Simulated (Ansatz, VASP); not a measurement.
## SnO in VASP and in Ansatz

Contents of POSCAR:

```
SnO
1.0
    3.8136952200      0.0000000000      0.0000000000
    0.0000000000      3.8136952200      0.0000000000
    0.0000000000      0.0000000000      4.8869133000
Sn O
2 2
Direct
    0.5000000000      0.0000000000      0.7646261400
    0.0000000000      0.5000000000      0.2353738600
    0.0000000000      0.0000000000      0.0000000000
    0.5000000000      0.5000000000      0.0000000000
```

INCAR.step1

```
ALGO = Normal ; EDIFF = 1E-4
ENCUT = 520 ; GGA = PE
ISMEAR = -1 ; LASPH = T
LCHARG = F ; LREAL = F
LWAVE = T ; NBANDS = 28
NELM = 60 ; PREC = Accurate
SIGMA = 0.05
```

INCAR.step2

```
ALGO = Normal ; EDIFF = 1E-7
ENCUT = 520 ; ISIF = 2
ISMEAR = -1 ; ISTART = 1
LASPH = T ; LCHARG = F
LMIXTAU = T ; LREAL = F
LWAVE = F ; METAGGA = R2SCAN
NBANDS = 28 ; NELM = 60
PREC = Accurate ; SIGMA = 0.05
```

The input KPOINTS:

```
k-points
0
Gamma
  7 7 6
```

input.yaml

```yaml
crystal:
  lattice:
    - [3.81369522, 0.0, 0.0]
    - [0.0, 3.81369522, 0.0]
    - [0.0, 0.0, 4.8869133]
  atoms:
    - { symbol: Sn, position: [0.5, 0.0, 0.76462614] }
    - { symbol: Sn, position: [0.0, 0.5, 0.23537386] }
    - { symbol: O, position: [0.0, 0.0, 0.0] }
    - { symbol: O, position: [0.5, 0.5, 0.0] }
hamiltonian:
  xc: r2scan
  pseudopotentials: { kind: paw }
kpoints:
  mp_grid: { grid: [7, 7, 6] }
  band_path:
    path:
      - [[0.0, 0.0, 0.0], [0.0, 0.5, 0.0], [0.5, 0.5, 0.0], [0.0, 0.0, 0.0], [0.0, 0.0, 0.5], [0.0, 0.5, 0.5], [0.5, 0.5, 0.5], [0.0, 0.0, 0.5]]
      - [[0.0, 0.5, 0.0], [0.0, 0.5, 0.5]]
      - [[0.5, 0.5, 0.0], [0.5, 0.5, 0.5]]
    npoints: 14
scf:
  occupations: { method: fermi_dirac, width: 0.05 }
  n_extra_bands: 10
output:
  forces: true
  stress: true
  eigenvalues: true
  fatbands: false
```

Alike in both runs: functional r2SCAN; k mesh 7 × 7 × 6; occupations fermi-dirac, width 0.05 eV; no spin polarisation.

|  | VASP | Ansatz |
| --- | --- | --- |
| version | VASP 6.6.1 | Ansatz 0.2.0 |
| potentials or method | VASP PAW PBE potentials, release 64 (Sn_d, O) | Ansatz PAW |
| plane-wave cutoff (eV) | 520 | 500 |
| valence electrons in the cell | 40 | 40 |
| task | single point | band structure |

|  | VASP | Ansatz | Ansatz less VASP |
| --- | --- | --- | --- |
| gap on the k mesh at the Fermi level (eV) | 0.51 | 0.50 | -0.007 |
| least direct gap on the mesh (eV) | 2.37 | 2.41 | +0.035 |
| pressure (GPa) | 0.1 | -0.5 | -0.57 |
| traceless stress, the component that is largest in VASP (GPa) | 0.09 | 0.12 | +0.037 |
| rms of the force components (eV/Å) | 0.006 | 0.053 | +0.0468 |

VASP's potentials were made for PBE, not for r2SCAN. Atom by atom the forces differ by 0.060 eV/Å (rms over components).

Noted on Ansatz's run: the k mesh misses the band edges, so the gap on the mesh is wider than the one along the path.
